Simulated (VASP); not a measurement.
Pd:

```
CELL_PARAMETERS angstrom
2.66472 0.00000 0.00000
-1.33236 2.30771 0.00000
0.00000 0.00000 4.28601
ATOMIC_POSITIONS crystal
Pd 0.66667 0.33333 0.75000
Pd 0.33333 0.66667 0.25000
```

This isn't the form of Pd at room conditions, which is fcc.

- Program: VASP 6.6.1
- Task: relaxation of cell and atoms
- Functional: r2SCAN
- Potentials or basis: VASP PAW PBE potentials, release 64 (Pd)
- Cutoff: 600 eV
- k mesh: 12 × 12 × 6
- Occupations: gaussian, width 0.1 eV
- Spin: no spin polarisation

At the start: pressure 35.4 GPa; volume 13.18 Å³/atom.

How do energy, volume and symmetry change on relaxing?

Over 7 steps the energy falls by 187.1 meV/atom and the volume is 15.03 Å³/atom (+14.0 %); space group P6_3/mmc (No. 194, to 0.1 Å) before and after.

The path:
```csv
step,energy change (eV),largest force (eV/Å),pressure (GPa),volume (Å³)
1,0.0000,0.0000,35.40,26.36
2,0.4915,0.0000,-22.85,39.09
3,-0.3631,0.0000,-2.31,30.50
4,-0.3654,0.0000,-0.67,30.22
5,-0.3655,0.0000,-0.20,30.14
6,-0.3716,0.0000,-0.06,30.10
7,-0.3741,0.0000,0.22,30.06
```

Final structure:
```yaml
crystal:
  lattice:
    - [2.74488, 0.00000, 0.00000]
    - [-1.37244, 2.37714, 0.00000]
    - [0.00000, 0.00000, 4.60626]
  atoms:
    - { symbol: Pd, position: [0.66667, 0.33333, 0.75000] }
    - { symbol: Pd, position: [0.33333, 0.66667, 0.25000] }
```

Caveat: the PAW data sets were made with another functional, which shifts forces and pressure a little.
